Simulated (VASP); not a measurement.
Here is a VASP 6.6.1 calculation.

File INCAR:

```
PREC = Accurate
ENCUT = 750
EDIFF = 1E-6
ISMEAR = 0
SIGMA = 0.05
LREAL = False
LASPH = True
NELM = 120
ALGO = Normal
ISIF = 2
LWAVE = False
LCHARG = True
GGA = PE
LELF = True
LVHAR = True
NBANDS = 13
GGA_COMPAT = False
```

KPOINTS

```
Automatic mesh
0
Gamma
  8 8 8
```

POSCAR

```
Li2S
1.0
   -0.0142700000      2.8540000000      2.8540000000
    2.8397300000      0.0000000000      2.8397300000
    2.8540000000      2.8540000000     -0.0142700000
Li S
2 1
Direct
    0.2500000000      0.2500000000      0.2500000000
    0.7500000000      0.7500000000      0.7500000000
    0.0000000000      0.0000000000      0.0000000000
```

Potentials or basis: VASP PAW PBE potentials, release 64 (Li_sv, S).

Launch:

```sh
$ cat potpaw_PBE.64/Li_sv/POTCAR potpaw_PBE.64/S/POTCAR > POTCAR
$ mpirun -np 1 vasp_std > vasp.out
```

(1) What does it give for the pressure?

(2) What does it give for the band gap on the k mesh?

(3) Estimate the largest force.

Results:

(1) -0.2 GPa.

(2) 3.38 eV (least direct gap 4.23 eV).

(3) 0.010 eV/Å.

Caveat: the cell differs from its parent crystal (strain -0.0100 x Voigt [0, 0, 0, 0, 1, 0]).
